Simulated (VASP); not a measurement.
MnO: single point with r2SCAN

Crystal: MnO.

```
CELL_PARAMETERS angstrom
0.00000 2.23864 2.23864
2.23864 0.00000 2.23864
2.23864 2.23864 0.00000
ATOMIC_POSITIONS crystal
Mn 0.00000 0.00000 0.00000
O 0.50000 0.50000 0.50000
```

```yaml
Program: VASP 6.6.1
Task: single point
Functional: r2SCAN
Potentials_or_basis: VASP PAW PBE potentials, release 64 (Mn_pv, O)
Cutoff: 520 eV
k_mesh: 10 × 10 × 10
Occupations: fermi-dirac, width 0.05 eV
Spin: collinear spin, ferromagnetic start
Starting_moments: "[4.0, 0.0] μB"
Dipole_correction: no
Further_INCAR_settings: ALGO = Normal; EDIFF = 1e-06; NBANDS = 20
```

```
Pressure                                              : -2.7 GPa
Band gap on the k mesh                                : zero (filled and empty bands overlap)
Net moment                                            : 5.00 μB per cell
Site moments                                          : Mn +4.55; O +0.23 μB
Valence electrons inside the program's atomic spheres : Mn 11.32; O 5.02
```

Levels at points of the mesh, in eV from the Fermi level:
Spin up:
| k point | band 10 | band 11 | band 12 | band 13 | band 14 | band 15 |
| --- | --- | --- | --- | --- | --- | --- |
| (0.00, 0.00, 0.00) | -3.63 | -3.16 | -3.16 | -0.27 | 14.56 | 16.76 |
| (0.50, 0.00, 0.00) | -2.31 | -0.16 | -0.16 | 3.92 | 8.11 | 12.38 |
| (0.50, 0.50, 0.00) | -2.57 | -2.57 | -2.45 | 5.30 | 8.36 | 10.71 |
Spin down:
| k point | band 5 | band 6 | band 7 | band 8 | band 9 | band 10 |
| --- | --- | --- | --- | --- | --- | --- |
| (0.00, 0.00, 0.00) | -3.27 | -3.27 | -3.27 | 1.48 | 1.85 | 1.85 |
| (0.50, 0.00, 0.00) | -7.26 | -4.67 | -4.67 | 3.05 | 3.16 | 3.16 |
| (0.50, 0.50, 0.00) | -6.38 | -4.28 | -4.28 | 0.16 | 3.13 | 3.28 |

Wall time 39 s on 1 thread of Intel(R) Xeon(R) 6975P-C (Granite Rapids), with other jobs on the host, peak memory 0.17 GiB.

Caveat: the PAW data sets were made with another functional, which shifts forces and pressure a little; a cell with one magnetic atom can't hold antiferromagnetic order, which such compounds often take; semilocal functionals often make such compounds metallic where correlation or magnetic order opens a gap, which also shifts bond lengths. With open d or f shells a metallic result of r2SCAN can be an artefact of self-interaction; +U or a hybrid may open a gap.
